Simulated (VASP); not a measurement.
A run of VASP 6.6.1:

INCAR

```
SYSTEM = KZnF3
PREC     = Accurate       ! precision mode
ENCUT    = 520            ! plane-wave cutoff, eV
EDIFF    = 1E-7           ! SCF threshold, eV
ISMEAR   = 0              ! smearing method
SIGMA    = 0.01           ! smearing width, eV
LREAL    = .False.        ! projectors in reciprocal space
LASPH    = .True.         ! aspherical terms in the spheres
NELM     = 60             ! most SCF steps
ALGO     = Normal         ! electronic algorithm
ISIF     = 2              ! what is computed and relaxed
LWAVE    = .False.        ! write WAVECAR
LCHARG   = .False.        ! write CHGCAR
NBANDS   = 29             ! bands
```

KPOINTS

```
regular mesh
0
Gamma
  6 6 6
  0 0 0
```

File POSCAR:

```
KZnF3
1.0
    4.0461680130      0.0000000000      0.0000000000
    0.0000000000      4.0461680130      0.0000000000
    0.0000000000      0.0000000000      4.0461680130
K Zn F
1 1 3
Direct
    0.0000000000      0.0000000000      0.0000000000
    0.5000000000      0.5000000000      0.5000000000
    0.5000000000      0.5000000000      0.0000000000
    0.0000000000      0.5000000000      0.5000000000
    0.5000000000      0.0000000000      0.5000000000
```

Potentials or basis: VASP PAW LDA potentials, release 64 (K_sv, Zn, F).

The run is started by

```bash
$ cat potpaw_LDA.64/K_sv/POTCAR potpaw_LDA.64/Zn/POTCAR potpaw_LDA.64/F/POTCAR > POTCAR
$ mpirun -np 1 vasp_std > vasp.out
```

Hardware: 1 thread of Intel Xeon 6975P-C, on a shared host.

Q: How long does it take, and how much memory?

A: Wall time 36 s on 1 thread of Intel Xeon 6975P-C, with other jobs on the host, peak memory 0.17 GiB. Counts: scf iterations 16, k points 20.
